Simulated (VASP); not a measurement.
# SiC (CsCl type) (Pm-3m) in VASP: further runs, part 2 of 2

VASP 6.6.1. The steps go on from the part before.

### 4 Relaxation of cell and atoms, PBE, target pressure 320 GPa, at which the enthalpy is minimised

This run uses another cell than the first one, of 5.03 Å³/atom, 0.959 times its volume.

File INCAR:

```
SYSTEM = SiC
ALGO = Normal ; EDIFF = 1E-7
EDIFFG = -0.005 ; ENCUT = 600
GGA = PE ; IBRION = 2
ISIF = 3 ; ISMEAR = -1
LASPH = .True. ; LCHARG = .False.
LREAL = .False. ; LWAVE = .False.
NELM = 60 ; NSW = 60
PREC = Accurate ; PSTRESS = 3200.0
SIGMA = 0.05
```

File KPOINTS:

```
k-points
0
Gamma
  16 16 16
  0 0 0
```

File POSCAR:

```
SiC
1.0
    2.1593809007      0.0000000000      0.0000000000
    0.0000000000      2.1593809007      0.0000000000
    0.0000000000      0.0000000000      2.1593809007
Si C
1 1
Direct
    0.0000000000      0.0000000000      0.0000000000
    0.5000000000      0.5000000000      0.5000000000
```

Potentials or basis: VASP PAW PBE potentials, release 64 (Si, C).

Run with:

```console
cat potpaw_PBE.64/Si/POTCAR potpaw_PBE.64/C/POTCAR > POTCAR
mpirun -np 1 vasp_std > vasp.out
```

OUTCAR:

```text
SYSTEM = SiC
   EDIFF = 1E-7
   EDIFFG = -0.005
   ENCUT = 600
   GGA = PE
   IBRION = 2
   ISIF = 3
   ISMEAR = -1
   LASPH = .True.
   LREAL = .False.
   NELM = 60
   NSW = 60
   PREC = Accurate
   PSTRESS = 3200.0

 ion  position               nearest neighbor table
   1  0.000  0.000  0.000-   2 1.87   2 1.87   2 1.87   2 1.87   2 1.87   2 1.87   2 1.87   2 1.87

   2  0.500  0.500  0.500-   1 1.87   1 1.87   1 1.87   1 1.87   1 1.87   1 1.87   1 1.87   1 1.87

  LATTYP: Found a simple cubic cell.
 ALAT       =     2.1593809007

  Lattice vectors:

 A1 = (   2.1593809007,   0.0000000000,   0.0000000000)
 A2 = (   0.0000000000,   2.1593809007,   0.0000000000)
 A3 = (   0.0000000000,   0.0000000000,   2.1593809007)

Analysis of symmetry for initial positions (statically):
=====================================================================
 Subroutine PRICEL returns:
 Original cell was already a primitive cell.

 Routine SETGRP: Setting up the symmetry group for a
 simple cubic supercell.

 Subroutine GETGRP returns: Found 48 space group operations
 (whereof 48 operations were pure point group operations)
 out of a pool of 48 trial point group operations.

The static configuration has the point symmetry O_h .

[... 169 lines left out ...]
  Total       23.4507239     23.4507239     23.4507239     -0.0000000      0.0000000     -0.0000000
  in kB     3731.4623883   3731.4623883   3731.4623883     -0.0000000      0.0000000     -0.0000000
  external PRESSURE =     531.4623883 kB  Pullay stress =    3200.0000000 kB
[... 101 lines left out ...]
--------------------------------------- Ionic step        4  -------------------------------------------

 number of electron       8.0000000 magnetization

 Free energy of the ion-electron system (eV)
  ---------------------------------------------------
  ext. energy  EPLUGINS =         0.00000000
  ---------------------------------------------------
  free energy    TOTEN  =        -6.02885800 eV

  energy without entropy =       -6.02443938  energy(sigma->0) =       -6.02664869

 E-fermi :  21.1202     XC(G=0): -15.0684

 val. band max:       21.0985904566   @ k =   0.3750   0.3125   0.0625
 cond. band min:      21.1428717962   @ k =   0.3125   0.1250   0.0000
 fundamental gap:      0.0442813397
 Fermi energy:        21.1201938973

 k-point     1 :       0.0000    0.0000    0.0000
  band No.  band energies     occupation
      1      -3.8678      2.00000
      2      19.2810      2.00000
      3      19.2810      2.00000
      4      19.2810      2.00000
      5      24.4341      0.00000
      6      24.4341      0.00000
      7      32.0483      0.00000
      8      44.1641      0.00000
[... 243 lines left out ...]
 k-point    24 :       0.5000    0.1250    0.0000
  band No.  band energies     occupation
      1       2.5437      2.00000
      2       4.1372      2.00000
      3      19.5961      2.00000
      4      22.1364      0.00000
      5      26.2436      0.00000
      6      33.1878      0.00000
      7      33.8027      0.00000
      8      33.8067      0.00000

 [... further k-points ...]

------------------------ aborting loop because EDIFF is reached ----------------------------------------

  FORCE on cell =-STRESS in cart. coord.  units (eV):
  Direction    XX          YY          ZZ          XY          YZ          ZX
  --------------------------------------------------------------------------------------
  -------------------------------------------------------------------------------------
  Total       20.9573773     20.9573773     20.9573773     -0.0000000      0.0000000     -0.0000000
  in kB     3198.8204253   3198.8204253   3198.8204253     -0.0000000      0.0000000     -0.0000000
  external PRESSURE =      -1.1795747 kB  Pullay stress =    3200.0000000 kB
[... 21 lines left out ...]
  energy  without entropy=       -6.0244393754  energy(sigma->0) =       -6.02664869

  enthalpy is  TOTEN    =        14.9362474035 eV   P V=       20.9651054016

 reached required accuracy - stopping structural energy minimisation
```

OSZICAR:

```text
N       E                     dE             d eps       ncg     rms          rms(c)
DAV:   1     0.804393169528E+01    0.80439E+01   -0.54084E+03  3200   0.103E+03
[... 32 lines left out ...]
   3 F= 0.14936888E+02 E0= 0.14939096E+02  d E =-.682020E-01
       N       E                     dE             d eps       ncg     rms          rms(c)
DAV:   1    -0.602889339105E+01    0.81480E-01   -0.30650E-03  3496   0.551E-01    0.102E-01
DAV:   2    -0.602886374973E+01    0.29641E-04   -0.57698E-05  2848   0.552E-02    0.544E-02
DAV:   3    -0.602885810274E+01    0.56470E-05   -0.65261E-06  3448   0.209E-02    0.158E-02
DAV:   4    -0.602885793488E+01    0.16786E-06   -0.76800E-07  3008   0.651E-03    0.304E-03
DAV:   5    -0.602885799807E+01   -0.63188E-07   -0.85052E-09  1320   0.103E-03
   4 F= 0.14936247E+02 E0= 0.14938457E+02  d E =-.688423E-01
```

CONTCAR:

```text
SiC
   1.00000000000000
     2.1895383252951555    0.0000000000000000   -0.0000000000000000
    -0.0000000000000000    2.1895383252951555    0.0000000000000000
     0.0000000000000000    0.0000000000000000    2.1895383252951550
  Si              C
     1     1
Direct
     0.0000000000000000    0.0000000000000000    0.0000000000000000
     0.5000000000000000    0.5000000000000000    0.5000000000000000

  0.00000000E+00  0.00000000E+00  0.00000000E+00
  0.00000000E+00  0.00000000E+00  0.00000000E+00
```

Run time: 28 s. Hardware: 1 thread of Intel Xeon Platinum 8259CL at 2.50GHz (Skylake/Cascade Lake), shared host; peak memory 0.13 GiB.

Results:

| Property | Result |
| --- | --- |
| Free energy | -6.0289 eV |
| Relaxed volume | 5.25 Å³/atom |
| Relaxed cell | a = 2.190 Å, b = 2.190 Å, c = 2.190 Å, α = 90.00°, β = 90.00°, γ = 90.00° |
| Space group after relaxing (to 0.05 Å) | Pm-3m (No. 221) |
| Energy change on relaxing (the enthalpy is what falls) | -461.6 meV/atom |
| Ionic steps | 4 |
| Pressure after relaxing | 319.9 GPa |
| Band gap on the k mesh | zero (band 4 reaches 22.57 eV, above the bottom of band 5 at 17.99 eV) |

Step by step:
```tsv
step	energy change (eV)	largest force (eV/Å)	pressure (GPa)	volume (Å³)
1	0.0000	0.0000	373.15	10.07
2	-3.9604	0.0000	143.23	12.70
3	-1.0048	0.0000	315.19	10.54
4	-0.9232	0.0000	319.88	10.50
```

Final structure:
```xyz
2
Lattice="2.1895 0.0000 0.0000 0.0000 2.1895 0.0000 0.0000 0.0000 2.1895" Properties=species:S:1:pos:R:3 pbc="T T T"
Si    0.0000    0.0000    0.0000
C     1.0948    1.0948    1.0948
```

Levels at points of the mesh, in eV from the Fermi level:
```
           k point  band 1  band 2  band 3  band 4  band 5  band 6  band 7  band 8
(0.00, 0.00, 0.00)  -24.99   -1.84   -1.84   -1.84    3.31    3.31   10.93   23.04
(0.50, 0.00, 0.00)  -18.96  -17.40    0.68    0.68    8.56   12.14   12.40   12.40
(0.50, 0.50, 0.00)  -12.91  -12.91  -12.85   -5.81    3.81   14.55   14.55   15.55
(0.50, 0.50, 0.50)   -8.63   -8.63   -8.63   -5.79   -2.46   -2.46   -2.46    8.77
```

Caveat: the cell is relaxed towards a set pressure, so the enthalpy falls and the energy may rise.

### 5 Relaxation of cell and atoms, PBE, target pressure 320 GPa, at which the enthalpy is minimised

File INCAR:

```
SYSTEM = SiC
PREC = Accurate ; ENCUT = 600
EDIFF = 1E-6 ; ISMEAR = -1
SIGMA = 0.05 ; LREAL = .False.
LASPH = .True. ; NELM = 60
ALGO = Normal ; ISIF = 3
LWAVE = .False. ; LCHARG = .False.
GGA = PE ; IBRION = 2
NSW = 32 ; EDIFFG = -0.005
PSTRESS = 3200.0
```

File KPOINTS:

```
Automatic mesh
0
Gamma
  16 16 16
  0 0 0
```

File POSCAR:

```
SiC
1.0
    2.1895492718      0.0000000000      0.0000000000
    0.0000000000      2.1895492718      0.0000000000
    0.0000000000      0.0000000000      2.1895492718
Si C
1 1
Direct
    0.0000000000      0.0000000000      0.0000000000
    0.5000000000      0.5000000000      0.5000000000
```

Run with:

```console
cat potpaw_PBE.64/Si/POTCAR potpaw_PBE.64/C/POTCAR > POTCAR
mpirun -np 1 vasp_std > vasp.out
```

Run time: 15 s. Hardware: 1 thread of Intel Xeon Platinum 8259CL at 2.50GHz (Skylake/Cascade Lake), shared host; peak memory 0.12 GiB.

The run converged. Its results:

```yaml
Free_energy: -6.0269 eV
Relaxed_volume: 5.25 Å³/atom
Relaxed_cell: a = 2.189 Å, b = 2.189 Å, c = 2.189 Å, α = 90.00°, β = 90.00°, γ = 90.00°
Space_group_after_relaxing_to_0.05_Å: Pm-3m (No. 221)
Energy_change_on_relaxing_the_enthalpy_is_what_falls: +1.7 meV/atom
Ionic_steps: 3
Pressure_after_relaxing: 320.0 GPa
Band_gap_on_the_k_mesh: zero (band 4 reaches 22.57 eV, above the bottom of band 5 at 18.00 eV)
```

Step by step:
```tsv
step	energy change (eV)	largest force (eV/Å)	pressure (GPa)	volume (Å³)
1	0.0000	0.0000	319.81	10.50
2	0.0189	0.0000	320.89	10.49
3	0.0033	0.0000	320.00	10.50
```

Final structure:
```
CELL_PARAMETERS angstrom
2.18943 0.00000 0.00000
0.00000 2.18943 0.00000
0.00000 0.00000 2.18943
ATOMIC_POSITIONS crystal
Si 0.00000 0.00000 0.00000
C 0.50000 0.50000 0.50000
```

Levels at points of the mesh, in eV from the Fermi level:
| k point | band 1 | band 2 | band 3 | band 4 | band 5 | band 6 | band 7 | band 8 |
| --- | --- | --- | --- | --- | --- | --- | --- | --- |
| (0.00, 0.00, 0.00) | -24.99 | -1.84 | -1.84 | -1.84 | 3.31 | 3.31 | 10.93 | 23.05 |
| (0.50, 0.00, 0.00) | -18.96 | -17.41 | 0.67 | 0.67 | 8.56 | 12.14 | 12.40 | 12.40 |
| (0.50, 0.50, 0.00) | -12.92 | -12.92 | -12.85 | -5.81 | 3.81 | 14.55 | 14.55 | 15.56 |
| (0.50, 0.50, 0.50) | -8.64 | -8.64 | -8.64 | -5.79 | -2.46 | -2.46 | -2.46 | 8.77 |

Caveat: the cell is relaxed towards a set pressure, so the enthalpy falls and the energy may rise.

### 6 Overview

| task | cell | cutoff (eV) | gap on the mesh (eV) | pressure (GPa) |
| --- | --- | --- | --- | --- |
| single point | a = 2.190 Å, 2 atoms | 520 | none | 320.1 |
| relaxation of cell and atoms | relaxed to 320 GPa from a = 2.159 Å, 2 atoms | 600 | none | 319.9 |
| relaxation of cell and atoms | relaxed to 320 GPa from a = 2.190 Å, 2 atoms | 600 | none | 320.0 |

Alike in all rows: level PBE; potentials or basis VASP PAW PBE potentials, release 64 (Si, C); no spin polarisation; k mesh 16 × 16 × 16; smearing fermi-dirac 0.05 eV.

Caveats: the cell is relaxed towards a set pressure, so the enthalpy falls and the energy may rise (some runs).

Absolute energies hang on the potentials; compare differences alone.
